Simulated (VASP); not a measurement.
Set up this calculation in VASP 6.6.1, as the native input.

* Task: single point
* Functional: PBE
* Potentials or basis: VASP PAW PBE potentials, release 64 (Cd, Se)
* Cutoff: 520 eV
* k mesh: 10 × 10 × 10
* Occupations: gaussian, width 0.05 eV
* Spin: no spin polarisation
* Dipole correction: no
* Further INCAR settings: ALGO = Normal; EDIFF = 1e-06; NBANDS = 16

The structure of CdSe lies in POSCAR:

```
CdSe
1.0
    0.0000000000      3.2994874678      3.2994874678
    3.2994874678      0.0000000000      3.2994874678
    3.2128209303      3.2128209303      0.0866665375
Cd Se
1 1
Direct
    0.0000000000      0.0000000000      0.0000000000
    0.7500000000      0.7500000000      0.7500000000
```

These files were run (other wordings do the same):

INCAR

```
SYSTEM = CdSe
ALGO = Normal
EDIFF = 1E-6
ENCUT = 520
GGA = PE
ISIF = 2
ISMEAR = 0
LASPH = .TRUE.
LCHARG = .TRUE.
LELF = .TRUE.
LREAL = .FALSE.
LVHAR = .TRUE.
LWAVE = .FALSE.
NBANDS = 16
NELM = 60
PREC = Accurate
SIGMA = 0.05
```

KPOINTS

```
k-points
0
G
  10 10 10
  0 0 0
```

Potentials or basis: VASP PAW PBE potentials, release 64 (Cd, Se).

Run with:

```sh
$ cat potpaw_PBE.64/Cd/POTCAR potpaw_PBE.64/Se/POTCAR > POTCAR
$ mpirun -np 1 vasp_std > vasp.out
```

Results of the run:

| Item | Value |
| --- | --- |
| Pressure | -4.5 GPa |
| Largest force | 0.083 eV/Å |
| Band gap on the k mesh | 0.27 eV, direct |

Run time: 2.9 min on 1 thread of AMD EPYC 7R13 Processor (Zen 3), on a shared host, peak memory 0.26 GiB.
